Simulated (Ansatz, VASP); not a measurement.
**MgO: VASP beside Ansatz**

INCAR

```
PREC     = Accurate       # precision mode
ENCUT    = 520            # plane-wave cutoff, eV
EDIFF    = 1E-6           # SCF threshold, eV
ISMEAR   = 0              # smearing method
SIGMA    = 0.05           # smearing width, eV
LREAL    = False          # projectors in reciprocal space
LASPH    = True           # aspherical terms in the spheres
NELM     = 100            # most SCF steps
ALGO     = Normal         # electronic algorithm
ISIF     = 2              # what is computed and relaxed
LWAVE    = False          # write WAVECAR
LCHARG   = False          # write CHGCAR
GGA      = PS             # functional
NBANDS   = 16             # bands
```

The input KPOINTS:

```
regular mesh
0
Gamma
  9 9 6
```

Contents of POSCAR:

```
MgO
1.0
    3.3200000000      0.0000000000      0.0000000000
   -1.6600000000      2.8752043406      0.0000000000
    0.0000000000      0.0000000000      4.2646000000
Mg O
2 2
Direct
    0.6666666667      0.3333333333      0.7500000000
    0.3333333333      0.6666666667      0.2500000000
    0.6666666667      0.3333333333      0.2500000000
    0.3333333333      0.6666666667      0.7500000000
```

Input for Ansatz:

```yaml
crystal:
  lattice:
    - [3.32, 0.0, 0.0]
    - [-1.66, 2.8752043406, 0.0]
    - [0.0, 0.0, 4.2646]
  atoms:
    - { symbol: Mg, position: [0.6666666667, 0.3333333333, 0.75] }
    - { symbol: Mg, position: [0.3333333333, 0.6666666667, 0.25] }
    - { symbol: O, position: [0.6666666667, 0.3333333333, 0.25] }
    - { symbol: O, position: [0.3333333333, 0.6666666667, 0.75] }
basis:
  ecutwfc: 520.0
kpoints:
  mp_grid: { grid: [9, 9, 6] }
hamiltonian:
  xc: pbesol
  pseudopotentials: { kind: paw, azcp: { folder: soft_1 } }
scf:
  occupations: { method: gaussian, width: 0.05 }
output:
  forces: true
  stress: true
  eigenvalues: true
```

Alike in both runs: task single point; functional PBEsol; k mesh 9 × 9 × 6; occupations gaussian, width 0.05 eV; no spin polarisation.

```csv
,VASP,Ansatz
version,VASP 6.6.1,Ansatz 0.2.0
potentials or method,"VASP PAW PBE potentials, release 64 (Mg, O), cutoff 520 eV","scalar-relativistic, plane waves, PAW"
valence electrons in the cell,16,32
```

|  | VASP | Ansatz | Ansatz less VASP |
| --- | --- | --- | --- |
| gap on the k mesh at the Fermi level (eV) | 3.66 | 3.67 | +0.007 |
| least direct gap on the mesh (eV) | 3.66 | 3.67 | +0.007 |
| pressure (GPa) | 14.1 | 14.3 | +0.17 |
| traceless stress, the component that is largest in VASP (GPa) | -10.77 | -10.48 | +0.295 |

VASP's potentials were made for PBE, not for PBEsol, and Ansatz warns of the same on its side. VASP's potentials hold 16 valence electrons a cell and Ansatz's 32, so a difference there can come from the potentials and not from the codes.
